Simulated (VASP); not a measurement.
Crystal: Si3Te.

```
CELL_PARAMETERS angstrom
5.91859 0.00000 0.00000
-2.95930 5.12565 0.00000
0.00000 0.00000 2.64144
ATOMIC_POSITIONS crystal
Si 0.50000 0.00000 0.50000
Si 0.00000 0.50000 0.50000
Si 0.50000 0.50000 0.50000
Te 0.00000 0.00000 0.50000
```

The cell was generated, and may not be a known phase.

```yaml
Program: VASP 6.6.1
Task: relaxation of cell and atoms
Functional: PBE
Potentials_or_basis: VASP PAW PBE potentials, release 64 (Si, Te)
Cutoff: 600 eV
k_mesh: 12 × 12 × 18
Occupations: gaussian, width 0.1 eV
Spin: no spin polarisation
```

At the start: pressure 0.9 GPa; volume 20.03 Å³/atom.

Where does the relaxation end?

Over 6 steps the energy falls by 33.0 meV/atom and the volume is 19.98 Å³/atom (-0.2 %); space group P6/mmm (No. 191, to 0.1 Å) before and after.

The path:
| step | energy change (eV) | largest force (eV/Å) | pressure (GPa) | volume (Å³) |
| --- | --- | --- | --- | --- |
| 1 | 0.0000 | 0.0000 | 0.89 | 80.13 |
| 2 | -0.1259 | 0.0000 | -1.07 | 81.26 |
| 3 | -0.1279 | 0.0000 | -0.88 | 81.08 |
| 4 | -0.1282 | 0.0000 | -0.92 | 81.12 |
| 5 | -0.1318 | 0.0000 | 0.10 | 79.82 |
| 6 | -0.1318 | 0.0000 | 0.01 | 79.93 |

Final structure:
```cif
data_structure
_symmetry_space_group_name_H-M 'P 1'
_symmetry_Int_Tables_number 1
_cell_length_a 5.7756
_cell_length_b 5.7756
_cell_length_c 2.7670
_cell_angle_alpha 90.000
_cell_angle_beta 90.000
_cell_angle_gamma 120.000
_cell_volume 79.93
loop_
_atom_site_label
_atom_site_type_symbol
_atom_site_fract_x
_atom_site_fract_y
_atom_site_fract_z
_atom_site_occupancy
Si1 Si 0.50000 0.00000 0.50000 1
Si2 Si 0.00000 0.50000 0.50000 1
Si3 Si 0.50000 0.50000 0.50000 1
Te1 Te 0.00000 0.00000 0.50000 1
```
